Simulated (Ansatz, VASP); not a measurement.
## One calculation of ZrB2, two programs

INCAR

```
PREC = Accurate
ENCUT = 520
EDIFF = 1E-6
ISMEAR = 0
SIGMA = 0.15
LREAL = F
LASPH = T
NELM = 80
ALGO = Normal
ISIF = 2
LWAVE = F
LCHARG = F
GGA = CA
NBANDS = 16
```

File KPOINTS:

```
regular mesh
0
Gamma
  15 15 12
```

The input POSCAR:

```
ZrB2
1.0
    3.0386000000      0.0000000000      0.0000000000
   -1.5193000000      2.6315047919      0.0000000000
    0.0000000000      0.0000000000      3.4308000000
Zr B
1 2
Direct
    0.0000000000      0.0000000000      0.0000000000
    0.3333333333      0.6666666667      0.5000000000
    0.6666666667      0.3333333333      0.5000000000
```

Input for Ansatz:

```yaml
crystal:
  lattice:
    - [3.0386, 0.0, 0.0]
    - [-1.5193, 2.6315047919, 0.0]
    - [0.0, 0.0, 3.4308]
  atoms:
    - { symbol: Zr, position: [0.0, 0.0, 0.0] }
    - { symbol: B, position: [0.3333333333, 0.6666666667, 0.5] }
    - { symbol: B, position: [0.6666666667, 0.3333333333, 0.5] }
basis:
  ecutwfc: 520.0
kpoints:
  mp_grid: { grid: [15, 15, 12] }
hamiltonian:
  xc: lda
  pseudopotentials: { kind: paw }
scf:
  occupations: { method: gaussian, width: 0.15 }
output:
  forces: true
  stress: true
  eigenvalues: true
```

Alike in both runs: task single point; functional LDA; k mesh 15 × 15 × 12; occupations gaussian, width 0.15 eV; no spin polarisation.

```csv
,VASP,Ansatz
version,VASP 6.6.1,Ansatz 0.2.0
potentials or method,"VASP PAW LDA potentials, release 64 (Zr_sv, B), cutoff 520 eV","scalar-relativistic, plane waves, PAW"
valence electrons in the cell,18,18
```

VASP gave:

| Quantity | Value |
| --- | --- |
| gap on the k mesh at the Fermi level (eV) | none |
| pressure (GPa) | 24.5 |
| traceless stress, the component that is largest in VASP (GPa) | -4.55 |

Task: Which values does Ansatz return?

Result: gap on the k mesh at the Fermi level (eV): none; pressure (GPa): 23.8; traceless stress, the component that is largest in VASP (GPa): -4.61.

LDA's correlation is that of Perdew and Zunger in VASP and of Perdew and Wang (1992) in Ansatz. A gap of «none» marks a metal or a gap that the smearing closes.
